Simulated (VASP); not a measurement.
# BaTiO3 (Pm-3m) in VASP: single point with PBE

Aim: the single point of BaTiO3 with PBE.

All numbers are computed with VASP 6.6.1; they aren't measurements. Logs are shortened: lines on timing, memory, paths and dates and some standing lists are left out, and cuts for length are marked.

## Step 1: The cell of the first run

It takes space group Pm-3m (No. 221, cubic). Conventional cell: a = 3.947 Å, b = 3.947 Å, c = 3.947 Å, α = 90.00°, β = 90.00°, γ = 90.00°. Ba (site symmetry m-3m) has 12 O at 2.79 Å and 8 Ti at 3.42 Å within 3.7 Å. Ti (site symmetry m-3m) has 6 O at 1.97 Å within 2.6 Å. Within 2.6 Å of O (site symmetry 4/mmm) lie 2 Ti at 1.97 Å.

## Step 2: Single point, PBE

INCAR reads:

```
SYSTEM = BaTiO3
  PREC = Accurate
  ENCUT = 1340
  EDIFF = 1E-6
  ISMEAR = -1
  SIGMA = 0.01
  LREAL = .False.
  LASPH = .True.
  NELM = 120
  ALGO = Normal
  ISIF = 2
  LWAVE = .False.
  LCHARG = .False.
  GGA = PE
  NBANDS = 28
  GGA_COMPAT = .False.
```

KPOINTS reads:

```
Automatic mesh
0
Gamma
  6 6 6
  0 0 0
```

POSCAR reads:

```
BaTiO3
1.0
    3.9471610370      0.0000000000      0.0000000000
    0.0000000000      3.9471610370      0.0000000000
    0.0000000000      0.0000000000      3.9471610370
Ba Ti O
1 1 3
Direct
    0.5000000000      0.5000000000      0.5000000000
    0.0000000000      0.0000000000      0.0000000000
    0.5000000000      0.0000000000      0.0000000000
    0.0000000000      0.5000000000      0.0000000000
    0.0000000000      0.0000000000      0.5000000000
```

Potentials or basis: VASP PAW PBE potentials, release 64 (Ba_sv, Ti_sv, O_h).

Started as:

```
cat potpaw_PBE.64/Ba_sv/POTCAR potpaw_PBE.64/Ti_sv/POTCAR potpaw_PBE.64/O_h/POTCAR > POTCAR
mpirun -np 1 vasp_std > vasp.out
```

OUTCAR:

```text
SYSTEM = BaTiO3
   PREC = Accurate
   ENCUT = 1340
   EDIFF = 1E-6
   ISMEAR = -1
   LREAL = .False.
   LASPH = .True.
   NELM = 120
   ISIF = 2
   GGA = PE

 ion  position               nearest neighbor table
   1  0.500  0.500  0.500-   3 2.79   4 2.79   5 2.79   3 2.79   4 2.79   3 2.79   5 2.79   3 2.79
                             4 2.79   5 2.79   4 2.79   5 2.79   2 3.42   2 3.42   2 3.42   2 3.42
   2  0.000  0.000  0.000-   3 1.97   4 1.97   5 1.97   5 1.97   4 1.97   3 1.97   1 3.42   1 3.42
                             1 3.42   1 3.42   1 3.42   1 3.42   1 3.42   1 3.42
   3  0.500  0.000  0.000-   2 1.97   2 1.97   1 2.79   1 2.79   1 2.79   1 2.79
   4  0.000  0.500  0.000-   2 1.97   2 1.97   1 2.79   1 2.79   1 2.79   1 2.79
   5  0.000  0.000  0.500-   2 1.97   2 1.97   1 2.79   1 2.79   1 2.79   1 2.79

  LATTYP: Found a simple cubic cell.
 ALAT       =     3.9471610370

  Lattice vectors:

 A1 = (   3.9471610370,   0.0000000000,   0.0000000000)
 A2 = (   0.0000000000,   3.9471610370,   0.0000000000)
 A3 = (   0.0000000000,   0.0000000000,   3.9471610370)

Analysis of symmetry for initial positions (statically):
=====================================================================
 Subroutine PRICEL returns:
 Original cell was already a primitive cell.

 Routine SETGRP: Setting up the symmetry group for a
 simple cubic supercell.

 Subroutine GETGRP returns: Found 48 space group operations
 (whereof 48 operations were pure point group operations)
 out of a pool of 48 trial point group operations.

The static configuration has the point symmetry O_h .

Analysis of symmetry for dynamics (positions and initial velocities):
=====================================================================
 Subroutine PRICEL returns:
 Original cell was already a primitive cell.

 Routine SETGRP: Setting up the symmetry group for a
 simple cubic supercell.

 Subroutine GETGRP returns: Found 48 space group operations
 (whereof 48 operations were pure point group operations)
 out of a pool of 48 trial point group operations.

The dynamic configuration has the point symmetry O_h .

 Subroutine INISYM returns: Found 48 space group operations
 (whereof 48 operations are pure point group operations),
 and found     1 'primitive' translations

----------------------------------------------------------------------------------------

                                     Primitive cell

  volume of cell :      61.4971

  direct lattice vectors                    reciprocal lattice vectors
     3.947161037  0.000000000  0.000000000     0.253346643  0.000000000  0.000000000
     0.000000000  3.947161037  0.000000000     0.000000000  0.253346643  0.000000000
     0.000000000  0.000000000  3.947161037     0.000000000  0.000000000  0.253346643

  length of vectors
     3.947161037  3.947161037  3.947161037     0.253346643  0.253346643  0.253346643

  position of ions in fractional coordinates (direct lattice)
     0.500000000  0.500000000  0.500000000
     0.000000000  0.000000000  0.000000000
     0.500000000  0.000000000  0.000000000
     0.000000000  0.500000000  0.000000000
     0.000000000  0.000000000  0.500000000

  ion indices of the primitive-cell ions
   primitive index   ion index
                 1           1
                 2           2
                 3           3
                 4           4
                 5           5

----------------------------------------------------------------------------------------

 KPOINTS: Automatic mesh

Automatic generation of k-mesh.
 Grid dimensions read from file:
 generate k-points for:    6    6    6

 Generating k-lattice:

  Cartesian coordinates                     Fractional coordinates (reciprocal lattice)
     0.042224441  0.000000000  0.000000000     0.166666667  0.000000000  0.000000000
     0.000000000  0.042224441  0.000000000     0.000000000  0.166666667  0.000000000
     0.000000000  0.000000000  0.042224441     0.000000000  0.000000000  0.166666667

  Length of vectors
     0.042224441  0.042224441  0.042224441

  Shift w.r.t. Gamma in fractional coordinates (k-lattice)
     0.000000000  0.000000000  0.000000000

 Subroutine IBZKPT returns following result:
 ===========================================

 Found     20 irreducible k-points:

 Following reciprocal coordinates:
            Coordinates               Weight
  0.000000  0.000000  0.000000      1.000000
  0.166667  0.000000  0.000000      6.000000
  0.333333  0.000000  0.000000      6.000000
  0.500000  0.000000  0.000000      3.000000
  0.166667  0.166667  0.000000     12.000000
  0.333333  0.166667  0.000000     24.000000
[... 12 lines left out ...]
  0.500000  0.500000  0.333333      6.000000
  0.500000  0.500000  0.500000      1.000000
   k-points           NKPTS =     20   k-points in BZ     NKDIM =     20   number of bands    NBANDS=     28
   number of dos      NEDOS =    301   number of ions     NIONS =      5
   total plane-waves  NPLWV = 110592
   dimension x,y,z NGX =    48 NGY =   48 NGZ =   48
   dimension x,y,z NGXF=    96 NGYF=   96 NGZF=   96
   ions per type =               1   1   3
   NGX,Y,Z   is equivalent  to a cutoff of  20.22, 20.22, 20.22 a.u.
   NGXF,Y,Z  is equivalent  to a cutoff of  40.43, 40.43, 40.43 a.u.
 SYSTEM =  BaTiO3
   PREC   = accura    normal or accurate (medium, high low for compatibility)
   ISTART =      0    job   : 0-new  1-cont  2-samecut
   ICHARG =      2    charge: 1-file 2-atom 10-const
   ISPIN  =      1    spin polarized calculation?
   LNONCOLLINEAR =      F non collinear calculations
   LSORBIT =      F    spin-orbit coupling
   LASPH  =      T    aspherical Exc in radial PAW
   ENCUT  = 1340.0 eV  98.49 Ry    9.92 a.u.  11.78 11.78 11.78*2*pi/ulx,y,z
   NELM   =    120;   NELMIN=  2; NELMDL= -5     # of ELM steps
   EDIFF  = 0.1E-05   stopping-criterion for ELM
   LREAL  =      F    real-space projection
   EDIFFG = 0.1E-04   stopping-criterion for IOM
   NSW    =      0    number of steps for IOM
   IBRION =     -1    ionic relax: 0-MD 1-quasi-New 2-CG
   NFREE  =      0    steps in history (QN), initial steepest desc. (CG)
   ISIF   =      2    stress and relaxation
   ISYM   =      2    0-nonsym 1-usesym 2-fastsym
   POTIM  = 0.5000    time-step for ionic-motion
   TEBEG  =    0.0;   TEEND  =   0.0 temperature during run
   PSTRESS=    0.0 pullay stress
   NELECT =      40.0000    total number of electrons
   NUPDOWN=      -1.0000    fix difference up-down
   EMIN   =  10.00;   EMAX   =-10.00  energy-range for DOS
   EFERMI =   0.00;   METHOD = LEGACY
   ISMEAR =    -1;   SIGMA  =   0.01  broadening in eV -4-tet -1-fermi 0-gaus
   EFERMI_NEDOS =   21; number of points for ismear=-14 and -15
   IALGO  =     38    algorithm
   IMIX   =      4    mixing-type and parameters
     AMIX     =   0.40;   BMIX     =  1.00
     AMIX_MAG =   1.60;   BMIX_MAG =  1.00
  volume/ion in A,a.u.               =      12.30        83.00
  Fermi-wavevector in a.u.,A,eV,Ry     =   1.418437  2.680457 27.374417  2.011963
  Thomas-Fermi vector in A             =   2.539562
   LORBIT       =      0    0 simple, 1 ext, 2 COOP (PROOUT), +10 PAW based schemes
   GGA     = PE    functional components
   LHFCALC =     F    Hartree Fock is set to
   AEXX    =    0.0000 exact exchange contribution
   IVDW    =     0    specifies the selected vdW correction
   LEPSILON=     F    determine dielectric tensor
   LRPA    =     F    only Hartree local field effects (RPA)
 non-spin polarized calculation
  energy-cutoff  :     1340.00
  volume of cell :       61.50
 maximum number of plane-waves:      6892
 NGX is ok and might be reduce to    48
   NGX = 23   NGY = 23   NGZ = 23

 number of electron      40.0000004 magnetization

 Free energy of the ion-electron system (eV)
  ---------------------------------------------------
  ext. energy  EPLUGINS =         0.00000000
  ---------------------------------------------------
  free energy    TOTEN  =       -39.86374852 eV

  energy without entropy =      -39.86374852  energy(sigma->0) =      -39.86374852

 E-fermi :   4.9010     XC(G=0): -11.4857

 val. band max:        4.5336202976   @ k =   0.5000   0.5000   0.5000
 cond. band min:       6.3645056602   @ k =   0.0000   0.0000   0.0000
 fundamental gap:      1.8308853626
 Fermi energy:         4.9010425528

 k-point     1 :       0.0000    0.0000    0.0000
  band No.  band energies     occupation
      1     -51.9251      2.00000
      2     -28.1598      2.00000
      3     -28.1598      2.00000
      4     -28.1598      2.00000
      5     -20.1848      2.00000
      6     -12.4475      2.00000
[... 20 lines left out ...]
     27       9.6360      0.00000
     28      12.3999      0.00000

 k-point     2 :       0.1667    0.0000    0.0000
  band No.  band energies     occupation
      1     -51.9248      2.00000
      2     -28.1761      2.00000
      3     -28.1592      2.00000
      4     -28.1592      2.00000
      5     -20.1480      2.00000
      6     -12.4838      2.00000
[... 20 lines left out ...]
     27      10.2033      0.00000
     28      13.0678      0.00000

 k-point     3 :       0.3333    0.0000    0.0000
  band No.  band energies     occupation
      1     -51.9242      2.00000
      2     -28.2083      2.00000
      3     -28.1579      2.00000
      4     -28.1579      2.00000
      5     -20.0727      2.00000
      6     -12.6535      2.00000
[... 20 lines left out ...]
     27      11.5342      0.00000
     28      13.0111      0.00000

 k-point     4 :       0.5000    0.0000    0.0000
  band No.  band energies     occupation
      1     -51.9239      2.00000
      2     -28.2243      2.00000
      3     -28.1573      2.00000
      4     -28.1573      2.00000
      5     -20.0340      2.00000
      6     -12.7595      2.00000
[... 454 lines left out ...]
     27      12.4723      0.00000
     28      12.5977      0.00000

 k-point    19 :       0.5000    0.5000    0.3333
  band No.  band energies     occupation
      1     -51.9217      2.00000
      2     -28.2174      2.00000
      3     -28.2174      2.00000
      4     -28.2013      2.00000
      5     -19.8815      2.00000
      6     -11.6602      2.00000
[... 20 lines left out ...]
     27      12.2432      0.00000
     28      12.6712      0.00000

 k-point    20 :       0.5000    0.5000    0.5000
  band No.  band energies     occupation
      1     -51.9214      2.00000
      2     -28.2166      2.00000
      3     -28.2166      2.00000
      4     -28.2166      2.00000
      5     -19.8611      2.00000
      6     -11.4919      2.00000
[... 20 lines left out ...]
     27      12.6713      0.00000
     28      12.6713      0.00000

------------------------ aborting loop because EDIFF is reached ----------------------------------------

  FORCE on cell =-STRESS in cart. coord.  units (eV):
  Direction    XX          YY          ZZ          XY          YZ          ZX
  --------------------------------------------------------------------------------------
  -------------------------------------------------------------------------------------
  Total        4.5718783      4.5718783      4.5718783      0.0000000      0.0000000     -0.0000000
  in kB      119.1106800    119.1106800    119.1106800      0.0000000      0.0000000     -0.0000000
  external PRESSURE =     119.1106800 kB  Pullay stress =       0.0000000 kB

 VOLUME and BASIS-vectors are now :
 -----------------------------------------------------------------------------
  energy-cutoff  :     1340.00
  volume of cell :       61.50
      direct lattice vectors                 reciprocal lattice vectors
     3.947161037  0.000000000  0.000000000     0.253346643  0.000000000  0.000000000
     0.000000000  3.947161037  0.000000000     0.000000000  0.253346643  0.000000000
     0.000000000  0.000000000  3.947161037     0.000000000  0.000000000  0.253346643

 POSITION                                       TOTAL-FORCE (eV/Angst)
 -----------------------------------------------------------------------------------
      1.97358      1.97358      1.97358         0.000000      0.000000      0.000000
      0.00000      0.00000      0.00000         0.000000      0.000000      0.000000
      1.97358      0.00000      0.00000         0.000000      0.000000      0.000000
      0.00000      1.97358      0.00000         0.000000      0.000000      0.000000
      0.00000      0.00000      1.97358         0.000000      0.000000      0.000000
 -----------------------------------------------------------------------------------
    total drift:                                0.000000      0.000000      0.000000

  FREE ENERGIE OF THE ION-ELECTRON SYSTEM (eV)
  ---------------------------------------------------
  free  energy   TOTEN  =       -39.8637485180 eV

  energy  without entropy=      -39.8637485180  energy(sigma->0) =      -39.86374852
```

It took 2.3 min on 1 thread of Intel Xeon Platinum 8259CL at 2.50GHz (Skylake/Cascade Lake), shared host; peak memory 0.42 GiB.

What came out:

```yaml
Free_energy: -39.8637 eV
Pressure: 11.9 GPa
Band_gap_on_the_k_mesh: 1.83 eV (least direct gap 1.93 eV)
```

Levels at points of the mesh, in eV from the valence-band top:
```
           k point  band 17  band 18  band 19  band 20  band 21  band 22  band 23  band 24
(0.00, 0.00, 0.00)    -1.16    -0.10    -0.10    -0.10     1.83     1.83     1.83     4.20
(0.50, 0.00, 0.00)    -1.88    -1.88    -0.71    -0.71     2.01     3.70     3.70     4.21
(0.50, 0.50, 0.00)    -1.69    -0.84    -0.84    -0.10     3.71     3.71     4.14     5.11
(0.50, 0.50, 0.50)    -2.38     0.00     0.00     0.00     4.43     4.43     4.43     6.92
```

Caveat: the cell stands under pressure; spin-orbit coupling is left out, which moves the levels of the heavy elements. A k mesh can miss the band edges.
